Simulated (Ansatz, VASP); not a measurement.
BP in VASP and in Ansatz

```
B P
1.0
     2.70805    0.00000    0.00000
     0.00000    2.70805    0.00000
     0.00000    0.00000    2.70805
B P
1 1
Direct
  0.00000 0.00000 0.00000
  0.50000 0.50000 0.50000
```

Alike in both runs: task single point; functional PBEsol; dispersion D3(BJ); k mesh 6 × 6 × 6; occupations fermi-dirac, width 0.02 eV; no spin polarisation.

|  | VASP | Ansatz |
| --- | --- | --- |
| version | VASP 6.6.1 | Ansatz 0.2.0 |
| potentials or method | VASP PAW PBE potentials, release 64 (B, P) | plane waves |
| plane-wave cutoff (eV) | 500 | 420 |
| valence electrons in the cell | 8 | 8 |

Ansatz gave:

| Property | Result |
| --- | --- |
| pressure (GPa) | -4.4 |

Task: What did VASP give for the same quantities?

Result: Pressure (GPa): -4.3.

VASP's potentials were made for PBE, not for PBEsol.

The k mesh is coarse, so the values compare programs but aren't converged.
